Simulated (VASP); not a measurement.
A run of VASP 6.6.1:

The input INCAR:

```
SYSTEM = Ir
  PREC = Accurate
  ENCUT = 520
  EDIFF = 1E-6
  ISMEAR = -1
  SIGMA = 0.1
  LREAL = .FALSE.
  LASPH = .TRUE.
  NELM = 60
  ALGO = Normal
  ISIF = 2
  LWAVE = .FALSE.
  LCHARG = .FALSE.
  GGA = CA
  NBANDS = 10
```

KPOINTS

```
regular mesh
0
G
  15 15 15
  0 0 0
```

Contents of POSCAR:

```
Ir
1.0
    0.0000000000      1.9060927672      1.9060927672
    1.9060927672      0.0000000000      1.9060927672
    1.9060927672      1.9060927672      0.0000000000
Ir
1
Direct
    0.0000000000      0.0000000000      0.0000000000
```

Potentials or basis: VASP PAW LDA potentials, release 64 (Ir).

Launch:

```sh
$ cat potpaw_LDA.64/Ir/POTCAR > POTCAR
$ mpirun -np 1 vasp_std > vasp.out
```

Hardware: 1 thread of Intel Xeon 6975P-C, on a shared host.

Task: Estimate the wall time of this run.

Result: Wall time 7.8 s on 1 thread of Intel Xeon 6975P-C, with other jobs on the host, peak memory 0.13 GiB. Counts: scf iterations 11, k points 120.
